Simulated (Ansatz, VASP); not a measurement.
# One calculation of CoSi, two programs

Contents of INCAR:

```
SYSTEM = CoSi
  ALGO = Normal
  EDIFF = 1E-7
  ENCUT = 520
  GGA = PE
  ISIF = 2
  ISMEAR = -1
  LASPH = .TRUE.
  LCHARG = .FALSE.
  LREAL = .FALSE.
  LWAVE = .FALSE.
  NBANDS = 36
  NELM = 60
  PREC = Accurate
  SIGMA = 0.02
```

KPOINTS

```
k-points
0
G
  6 6 6
  0 0 0
```

File POSCAR:

```
CoSi
1.0
    4.3859825986      0.0000000000      0.0000000000
    0.0000000000      4.3859825986      0.0000000000
    0.0000000000      0.0000000000      4.3859825986
Co Si
4 4
Direct
    0.1450332833      0.1450332833      0.1450332833
    0.3549667167      0.8549667167      0.6450332833
    0.6450332833      0.3549667167      0.8549667167
    0.8549667167      0.6450332833      0.3549667167
    0.8431868922      0.8431868922      0.8431868922
    0.6568131078      0.1568131078      0.3431868922
    0.3431868922      0.6568131078      0.1568131078
    0.1568131078      0.3431868922      0.6568131078
```

Input for Ansatz:

```yaml
crystal:
  lattice:
    - [4.3859825986, 0.0, 0.0]
    - [0.0, 4.3859825986, 0.0]
    - [0.0, 0.0, 4.3859825986]
  atoms:
    - { symbol: Co, position: [0.1450332833, 0.1450332833, 0.1450332833] }
    - { symbol: Co, position: [0.3549667167, 0.8549667167, 0.6450332833] }
    - { symbol: Co, position: [0.6450332833, 0.3549667167, 0.8549667167] }
    - { symbol: Co, position: [0.8549667167, 0.6450332833, 0.3549667167] }
    - { symbol: Si, position: [0.8431868922, 0.8431868922, 0.8431868922] }
    - { symbol: Si, position: [0.6568131078, 0.1568131078, 0.3431868922] }
    - { symbol: Si, position: [0.3431868922, 0.6568131078, 0.1568131078] }
    - { symbol: Si, position: [0.1568131078, 0.3431868922, 0.6568131078] }
kpoints:
  mp_grid: { grid: [6, 6, 6] }
hamiltonian:
  xc: pbe
scf:
  occupations: { method: fermi_dirac, width: 0.02 }
  n_extra_bands: 6
output:
  forces: true
  stress: true
  eigenvalues: true
```

Alike in both runs: task single point; functional PBE; k mesh 6 × 6 × 6; occupations fermi-dirac, width 0.02 eV; no spin polarisation.

```csv
,VASP,Ansatz
version,VASP 6.6.1,Ansatz 0.2.0
potentials or method,"VASP PAW PBE potentials, release 64 (Co, Si)","plane waves, PAW"
plane-wave cutoff (eV),520,420
valence electrons in the cell,52,84
```

|  | VASP | Ansatz | Ansatz less VASP |
| --- | --- | --- | --- |
| pressure (GPa) | 7.2 | 7.3 | +0.10 |
| rms of the force components (eV/Å) | 0.034 | 0.033 | -0.0014 |

Atom by atom the forces differ by 0.001 eV/Å (rms over components). VASP's potentials hold 52 valence electrons a cell and Ansatz's 84, so a difference there can come from the potentials and not from the codes.
